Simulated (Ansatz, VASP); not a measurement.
## TiAl in VASP and in Ansatz

POSCAR

```
TiAl
1.0
    2.9128502204      0.0000000000      0.0000000000
    0.0000000000      2.9128502204      0.0000000000
    0.0000000000      0.0000000000      3.7867052866
Ti Al
1 1
Direct
    0.0000000000      0.0000000000      0.0000000000
    0.5000000000      0.5000000000      0.5000000000
```

Contents of INCAR.step1:

```
SYSTEM = TiAl
PREC = Accurate
ENCUT = 520
ISMEAR = 0
SIGMA = 0.15
LREAL = .FALSE.
LASPH = .TRUE.
NELM = 100
NBANDS = 14
GGA = PE
ALGO = Normal
EDIFF = 1E-4
LWAVE = .TRUE.
LCHARG = .FALSE.
```

INCAR.step2

```
SYSTEM = TiAl
PREC = Accurate
ENCUT = 520
EDIFF = 1E-7
ISMEAR = 0
SIGMA = 0.15
LREAL = .FALSE.
LASPH = .TRUE.
NELM = 100
ALGO = Normal
ISIF = 2
LWAVE = .FALSE.
LCHARG = .FALSE.
METAGGA = R2SCAN
LMIXTAU = .TRUE.
NBANDS = 14
ISTART = 1
```

File KPOINTS:

```
regular mesh
0
G
  16 16 16
  0 0 0
```

Input for Ansatz:

```yaml
crystal:
  lattice:
    - [2.9128502204, 0.0, 0.0]
    - [0.0, 2.9128502204, 0.0]
    - [0.0, 0.0, 3.7867052866]
  atoms:
    - { symbol: Ti, position: [0.0, 0.0, 0.0] }
    - { symbol: Al, position: [0.5, 0.5, 0.5] }
basis:
  ecutwfc: 500
kpoints:
  mp_grid: { grid: [16, 16, 16] }
hamiltonian:
  xc: r2scan
scf:
  occupations: { method: gaussian, width: 0.15 }
output:
  forces: true
  stress: true
  eigenvalues: true
```

Alike in both runs: task single point; functional r2SCAN; k mesh 16 × 16 × 16; occupations gaussian, width 0.15 eV; no spin polarisation.

|  | VASP | Ansatz |
| --- | --- | --- |
| version | VASP 6.6.1 | Ansatz 0.2.0 |
| potentials or method | VASP PAW PBE potentials, release 64 (Ti_sv, Al), cutoff 520 eV | scalar-relativistic, plane waves, PAW |
| valence electrons in the cell | 15 | 15 |

|  | VASP | Ansatz | Ansatz less VASP |
| --- | --- | --- | --- |
| gap on the k mesh at the Fermi level (eV) | none | none | - |
| pressure (GPa) | -0.2 | -0.3 | -0.12 |
| traceless stress, the component that is largest in VASP (GPa) | 4.71 | 4.69 | -0.024 |

VASP's potentials were made for PBE, not for r2SCAN. A gap of «none» marks a metal or a gap that the smearing closes. The functional is the same, so the differences come from potentials, cutoffs and numerics.
